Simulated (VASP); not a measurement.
# Sn (I4/mmm) in VASP: notebook, part 3 of 3

VASP 6.6.1.

**5. Single point, PBE0**

This run uses another cell than the first one, of 28.99 Å³/atom.

Input file POSCAR:

```
Sn
1.0
   -2.0689875426      2.0689875426      1.6933321804
    2.0689875426     -2.0689875426      1.6933321804
    2.0689875426      2.0689875426     -1.6933321804
Sn
1
Direct
    0.0000000000      0.0000000000      0.0000000000
```

Input file INCAR.step1:

```
PREC = Accurate
ENCUT = 520
EDIFF = 1E-5
ISMEAR = -1
SIGMA = 0.05
LREAL = False
LASPH = True
NELM = 60
ALGO = Normal
ISIF = 2
LWAVE = True
NBANDS = 13
GGA = PE
```

Input file INCAR.step2:

```
PREC = Accurate
ENCUT = 520
EDIFF = 1E-6
ISMEAR = -1
SIGMA = 0.05
LREAL = False
LASPH = True
NELM = 60
ALGO = Normal
ISIF = 2
LWAVE = False
LCHARG = True
GGA = PE
LHFCALC = True
AEXX = 0.25
PRECFOCK = Normal
LELF = True
LVHAR = True
NBANDS = 13
ISTART = 1
```

Input file KPOINTS:

```
regular mesh
0
Gamma
  6 6 6
```

Potentials or basis: VASP PAW PBE potentials, release 64 (Sn_d).

Started as:

```
> cat potpaw_PBE.64/Sn_d/POTCAR > POTCAR
> cp INCAR.step1 INCAR
> mpirun -np 1 vasp_std > vasp.out
> cp INCAR.step2 INCAR
> mpirun -np 1 vasp_std > vasp.out
```

OUTCAR:

```text
PREC = Accurate
   ENCUT = 520
   EDIFF = 1E-6
   ISMEAR = -1
   LREAL = False
   LASPH = True
   NELM = 60
   ISIF = 2
   GGA = PE
   LHFCALC = True
   AEXX = 0.25
   PRECFOCK = Normal
   ISTART = 1

 ion  position               nearest neighbor table
   1  0.000  0.000  0.000-

  LATTYP: Found a body centered tetragonal cell.
 ALAT       =     4.1379750852
 C/A-ratio  =     0.8184351745

  Lattice vectors:

 A1 = (  -2.0689875426,   2.0689875426,   1.6933321804)
 A2 = (   2.0689875426,  -2.0689875426,   1.6933321804)
 A3 = (   2.0689875426,   2.0689875426,  -1.6933321804)

Analysis of symmetry for initial positions (statically):
=====================================================================
 Subroutine PRICEL returns:
 Original cell was already a primitive cell.

 Routine SETGRP: Setting up the symmetry group for a
 body centered tetragonal supercell.

 Subroutine GETGRP returns: Found 16 space group operations
 (whereof 16 operations were pure point group operations)
 out of a pool of 16 trial point group operations.

The static configuration has the point symmetry D_4h.

Analysis of symmetry for dynamics (positions and initial velocities):
=====================================================================
 Subroutine PRICEL returns:
 Original cell was already a primitive cell.

 Routine SETGRP: Setting up the symmetry group for a
 body centered tetragonal supercell.

 Subroutine GETGRP returns: Found 16 space group operations
 (whereof 16 operations were pure point group operations)
 out of a pool of 16 trial point group operations.

The dynamic configuration has the point symmetry D_4h.

 Subroutine INISYM returns: Found 16 space group operations
 (whereof 16 operations are pure point group operations),
 and found     1 'primitive' translations

----------------------------------------------------------------------------------------

                                     Primitive cell

  volume of cell :      28.9947

  direct lattice vectors                    reciprocal lattice vectors
    -2.068987543  2.068987543  1.693332180     0.000000000  0.241664094  0.295275792
     2.068987543 -2.068987543  1.693332180     0.241664094  0.000000000  0.295275792
     2.068987543  2.068987543 -1.693332180     0.241664094  0.241664094  0.000000000

  length of vectors
     3.380649756  3.380649756  3.380649756     0.381561695  0.381561695  0.341764639

  position of ions in fractional coordinates (direct lattice)
     0.000000000  0.000000000  0.000000000

  ion indices of the primitive-cell ions
   primitive index   ion index
                 1           1

----------------------------------------------------------------------------------------

 KPOINTS: regular mesh

Automatic generation of k-mesh.
 Grid dimensions read from file:
[... 23 lines left out ...]
  0.166667 -0.000000  0.000000      8.000000
  0.333333 -0.000000  0.000000      8.000000
  0.500000 -0.000000  0.000000      4.000000
  0.166667  0.166667  0.000000      8.000000
  0.333333  0.166667  0.000000     16.000000
[... 16 lines left out ...]
 -0.333333 -0.333333  0.166667      8.000000
 -0.166667 -0.333333  0.166667      8.000000
 [... further k-points ...]
   k-points           NKPTS =     30   k-points in BZ     NKDIM =    216   number of bands    NBANDS=     13
   number of dos      NEDOS =    301   number of ions     NIONS =      1
   total plane-waves  NPLWV =  21952
   dimension x,y,z NGX =    28 NGY =   28 NGZ =   28
   dimension x,y,z NGXF=    56 NGYF=   56 NGZF=   56
   ions per type =               1
   NGX,Y,Z   is equivalent  to a cutoff of  13.77, 13.77, 13.77 a.u.
   NGXF,Y,Z  is equivalent  to a cutoff of  27.54, 27.54, 27.54 a.u.
 SYSTEM =  unknown system
   PREC   = accura    normal or accurate (medium, high low for compatibility)
   ISTART =      1    job   : 0-new  1-cont  2-samecut
   ICHARG =      0    charge: 1-file 2-atom 10-const
   ISPIN  =      1    spin polarized calculation?
   LNONCOLLINEAR =      F non collinear calculations
   LSORBIT =      F    spin-orbit coupling
   LASPH  =      T    aspherical Exc in radial PAW
   ENCUT  =  520.0 eV  38.22 Ry    6.18 a.u.   6.29  6.29  6.29*2*pi/ulx,y,z
   NELM   =     60;   NELMIN=  2; NELMDL=  0     # of ELM steps
   EDIFF  = 0.1E-05   stopping-criterion for ELM
   LREAL  =      F    real-space projection
   EDIFFG = 0.1E-04   stopping-criterion for IOM
   NSW    =      0    number of steps for IOM
   IBRION =     -1    ionic relax: 0-MD 1-quasi-New 2-CG
   NFREE  =      0    steps in history (QN), initial steepest desc. (CG)
   ISIF   =      2    stress and relaxation
   ISYM   =      3    0-nonsym 1-usesym 2-fastsym
   POTIM  = 0.5000    time-step for ionic-motion
   TEBEG  =    0.0;   TEEND  =   0.0 temperature during run
   PSTRESS=    0.0 pullay stress
   NELECT =      14.0000    total number of electrons
   NUPDOWN=      -1.0000    fix difference up-down
   EMIN   =  10.00;   EMAX   =-10.00  energy-range for DOS
   EFERMI =   0.00;   METHOD = LEGACY
   ISMEAR =    -1;   SIGMA  =   0.05  broadening in eV -4-tet -1-fermi 0-gaus
   EFERMI_NEDOS =   21; number of points for ismear=-14 and -15
   IALGO  =     38    algorithm
   IMIX   =      1    mixing-type and parameters
     AMIX     =   0.40;   BMIX     =  1.00
     AMIX_MAG =   1.60;   BMIX_MAG =  1.00
  volume/ion in A,a.u.               =      28.99       195.67
  Fermi-wavevector in a.u.,A,eV,Ry     =   1.284335  2.427041 22.443022  1.649516
  Thomas-Fermi vector in A             =   2.416534
   LORBIT       =      0    0 simple, 1 ext, 2 COOP (PROOUT), +10 PAW based schemes
   GGA     = PE    functional components
   LHFCALC =     T    Hartree Fock is set to
   PRECFOCK=normal    Normal, Fast or Accurate (Low or Medium for compatibility)
   ENCUT4O =  -1.0   cutoff for four orbital integrals eV
   NKREDX  =     1    reduce k-point grid by
   NKREDY  =     1    reduce k-point grid by
   NKREDZ  =     1    reduce k-point grid by
   AEXX    =    0.2500 exact exchange contribution
   HFSCREEN=    0.0000 screening length (either q_TF or 0.3 A-1)
   HFSCREENC=   0.0000 screening length for correlation (either q_TF or 0.3 A-1)
   ENCUTFOCK=  -1.0 apply spherical cutoff to Coloumb kernel
   IVDW    =     0    specifies the selected vdW correction
   LEPSILON=     F    determine dielectric tensor
   LRPA    =     F    only Hartree local field effects (RPA)
 non-spin polarized calculation
  energy-cutoff  :      520.00
  volume of cell :       28.99
 maximum number of plane-waves:       799
 NGX is ok and might be reduce to    28
  NGX = 20; NGY = 20; NGZ = 20

 number of electron      14.0000001 magnetization

 Free energy of the ion-electron system (eV)
  ---------------------------------------------------
  ext. energy  EPLUGINS =         0.00000000
  ---------------------------------------------------
  free energy    TOTEN  =        -4.76926820 eV

  energy without entropy =       -4.76430536  energy(sigma->0) =       -4.76678678

 E-fermi :   7.8070     XC(G=0):  -7.9493

 val. band max:        7.4045298326   @ k =  -0.3333   0.3333   0.3333
 cond. band min:       7.8327689779   @ k =   0.5000   0.1667   0.0000
 fundamental gap:      0.4282391452
 Fermi energy:         7.8070253999

 k-point     1 :       0.0000    0.0000    0.0000
  band No.  band energies     occupation
      1     -17.0186      2.00000
      2     -16.9589      2.00000
      3     -16.9589      2.00000
      4     -16.9582      2.00000
      5     -16.8520      2.00000
      6      -5.1707      2.00000
      7      14.7949      0.00000
      8      14.7949      0.00000
      9      17.3010      0.00000
     10      18.2609      0.00000
     11      19.3354      0.00000
     12      20.8019      0.00000
     13      20.8019      0.00000
[... 354 lines left out ...]
  band No.  band energies     occupation
      1     -16.9874      2.00000
      2     -16.9626      2.00000
      3     -16.9066      2.00000
      4     -16.8672      2.00000
      5     -16.8572      2.00000
      6      -1.0405      2.00000
      7       5.9262      2.00000
      8      10.1026      0.00000
      9      10.8504      0.00000
     10      15.3500      0.00000
     11      17.9949      0.00000
     12      18.4801      0.00000
     13      23.4826      0.00000

 [... further k-points ...]
[... 5 lines left out ...]
  --------------------------------------------------------------------------------------
  -------------------------------------------------------------------------------------
  Total       -0.3347713     -0.3347713     -0.8160350      0.0000000     -0.0000000      0.0000000
  in kB      -18.4986864    -18.4986864    -45.0922048      0.0000000     -0.0000000      0.0000000
  external PRESSURE =     -27.3631925 kB  Pullay stress =       0.0000000 kB

 VOLUME and BASIS-vectors are now :
 -----------------------------------------------------------------------------
  energy-cutoff  :      520.00
  volume of cell :       28.99
      direct lattice vectors                 reciprocal lattice vectors
    -2.068987543  2.068987543  1.693332180     0.000000000  0.241664094  0.295275792
     2.068987543 -2.068987543  1.693332180     0.241664094  0.000000000  0.295275792
     2.068987543  2.068987543 -1.693332180     0.241664094  0.241664094  0.000000000

 POSITION                                       TOTAL-FORCE (eV/Angst)
 -----------------------------------------------------------------------------------
      0.00000      0.00000      0.00000        -0.000000      0.000000      0.000000
 -----------------------------------------------------------------------------------
    total drift:                                0.000000     -0.000000      0.000000

  FREE ENERGIE OF THE ION-ELECTRON SYSTEM (eV)
  ---------------------------------------------------
  free  energy   TOTEN  =        -4.7692682030 eV

  energy  without entropy=       -4.7643053598  energy(sigma->0) =       -4.76678678
```

It took 32 min on 1 thread of AMD EPYC 7R13, shared host; peak memory 0.18 GiB.

Results:

* Free energy: -4.7693 eV
* Pressure: -2.7 GPa
* Band gap on the k mesh: zero (bands 7 and 8 overlap by 9.91 eV)

Levels at points of the mesh, in eV from the Fermi level:
```csv
k point,band 5,band 6,band 7,band 8,band 9,band 10
"(0.00, 0.00, 0.00)",-24.66,-12.98,6.99,6.99,9.49,10.45
"(0.50, 0.00, 0.00)",-24.62,-7.36,-5.42,3.14,4.53,7.25
"(0.50, 0.50, 0.00)",-24.63,-8.98,-5.99,5.98,7.97,10.48
"(0.50, 0.50, 0.50)",-24.61,-4.79,-2.61,-2.61,2.63,3.09
```

Caveat: the k points lie up to 0.40 Å⁻¹ apart, too coarse for converged energies and pressures of a metal; the PAW data sets were made with another functional, which shifts forces and pressure a little; spin-orbit coupling is left out, which moves the levels of the heavy elements.

**6. Summary**

| task | level | potentials or basis | cell | k mesh | cutoff (eV) | smearing | tolerance level | purpose | passes | dipole correction | grid for exact exchange (PRECFOCK) | gap on the mesh (eV) | pressure (GPa) | relaxed volume (Å³/atom) |
| --- | --- | --- | --- | --- | --- | --- | --- | --- | --- | --- | --- | --- | --- | --- |
| relaxation of cell and atoms | LDA | VASP PAW LDA potentials, release 64 (Sn_d) | relaxed from a = 3.423 Å, angles 104.5, 104.5, 119.9°, 1 atom | 14 × 14 × 14 | 620 | methfessel-paxton 0.05 eV | standard | cell | 3 | - | - | none | 0.0 | 25.71 |
| single point | PBE0 | VASP PAW PBE potentials, release 64 (Sn_d) | a = 3.338 Å, angles 104.5, 104.5, 119.9°, 1 atom | 6 × 6 × 6 | 520 | fermi-dirac 0.05 eV | - | - | - | no | Normal | none | -0.9 | - |
| relaxation of cell and atoms | B3LYP | VASP PAW PBE potentials, release 64 (Sn_d) | relaxed from a = 3.316 Å, angles 104.5, 104.5, 119.9°, 1 atom | 5 × 5 × 5 | 600 | fermi-dirac 0.05 eV | - | - | - | no | Normal | none | 0.0 | 31.32 |
| single point | PBE0 | VASP PAW PBE potentials, release 64 (Sn_d) | a = 3.381 Å, angles 104.5, 104.5, 119.9°, 1 atom | 6 × 6 × 6 | 520 | fermi-dirac 0.05 eV | - | - | - | no | Normal | none | -2.7 | - |

Alike in all rows: no spin polarisation.

Caveats: some runs use coarse meshes; spin-orbit coupling is left out, which moves the levels of the heavy elements; the PAW data sets were made with another functional, which shifts forces and pressure a little (at least some runs).

Total energies depend on the potentials used, so only differences within one code and one set of settings carry meaning.

The gap in the log of VASP goes by the Fermi energy; the results here count the filled bands.